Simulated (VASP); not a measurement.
Input of a VASP 6.6.1 run:

The input POSCAR:

```
CsSnI3
1.0
    6.2231759580      0.0000000000      0.0000000000
    0.0000000000      6.2231759580      0.0000000000
    0.0000000000      0.0000000000      6.2231759580
Cs Sn I
1 1 3
Direct
    0.0000000000      0.0000000000      0.0000000000
    0.5000000000      0.5000000000      0.5000000000
    0.0000000000      0.5000000000      0.5000000000
    0.5000000000      0.0000000000      0.5000000000
    0.5000000000      0.5000000000      0.0000000000
```

Contents of INCAR.step1:

```
SYSTEM = CsSnI3
PREC = Accurate ; ENCUT = 520
ISMEAR = 0 ; SIGMA = 0.02
LREAL = .False. ; LASPH = .True.
NELM = 80 ; NBANDS = 30
GGA = PE ; ALGO = Normal
EDIFF = 1E-4 ; LWAVE = .True.
LCHARG = .False.
```

INCAR.step2

```
SYSTEM = CsSnI3
PREC = Accurate ; ENCUT = 520
EDIFF = 1E-7 ; ISMEAR = 0
SIGMA = 0.02 ; LREAL = .False.
LASPH = .True. ; NELM = 80
ALGO = Normal ; ISIF = 2
LWAVE = .False. ; LCHARG = .False.
METAGGA = R2SCAN ; LMIXTAU = .True.
NBANDS = 30 ; ISTART = 1
```

The input KPOINTS:

```
regular mesh
0
Gamma
  6 6 6
  0 0 0
```

Potentials or basis: VASP PAW PBE potentials, release 64 (Cs_sv, Sn_d, I).

Launch:

```sh
$ cat potpaw_PBE.64/Cs_sv/POTCAR potpaw_PBE.64/Sn_d/POTCAR potpaw_PBE.64/I/POTCAR > POTCAR
$ cp INCAR.step1 INCAR
$ mpirun -np 1 vasp_std > vasp.out
$ cp INCAR.step2 INCAR
$ mpirun -np 1 vasp_std > vasp.out
```

**Question.** Estimate the band gap on the k mesh.

**Answer.** 0.46 eV, direct.

**Question.** Estimate the pressure.

**Answer.** 0.0 GPa.

Caveat: the PAW data sets were made with another functional, which shifts forces and pressure a little; spin-orbit coupling is left out, which moves the levels of the heavy elements. r2SCAN opens gaps a little over a GGA but as a rule still falls short of measured ones.
